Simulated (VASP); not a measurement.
HfO2, 12 atoms in the cell. Symmetry: P2_1/c, No. 14, monoclinic system. Conventional cell: a = 5.152 Å, b = 5.220 Å, c = 5.319 Å, α = 90.00°, β = 99.35°, γ = 90.00°. Within 2.7 Å of Hf (site symmetry 1) lie 7 O at 2.05 to 2.26 Å. Within 3.1 Å of O (site symmetry 1) lie 3 Hf at 2.05 to 2.14 Å and 9 O at 2.52 to 3.02 Å. O (site symmetry 1) has 4 Hf at 2.15 to 2.26 Å and 5 O at 2.52 to 2.75 Å within 2.8 Å. 

| Property | Result |
| --- | --- |
| Program | VASP 6.6.1 |
| Task | single point |
| Functional | BLYP |
| Potentials or basis | VASP PAW PBE potentials, release 64 (Hf_pv, O) |
| Cutoff | 520 eV |
| k mesh | 5 × 5 × 5 |
| Occupations | fermi-dirac, width 0.05 eV |
| Spin | no spin polarisation |
| Dipole correction | no |
| Further INCAR settings | ALGO = Normal; EDIFF = 1e-06; NBANDS = 56 |

Potentials or basis: VASP PAW PBE potentials, release 64 (Hf_pv, O).

Run with:

```sh
$ cat potpaw_PBE.64/Hf_pv/POTCAR potpaw_PBE.64/O/POTCAR > POTCAR
$ mpirun -np 1 vasp_std > vasp.out
```

Hardware: 1 thread of Intel Xeon 8259CL (shared host).

Problem. Estimate the wall time of this run.

Solution. Wall time 9.6 min on 1 thread of Intel Xeon 8259CL (shared host), peak memory 0.38 GiB. Counts: scf iterations 14, k points 39.
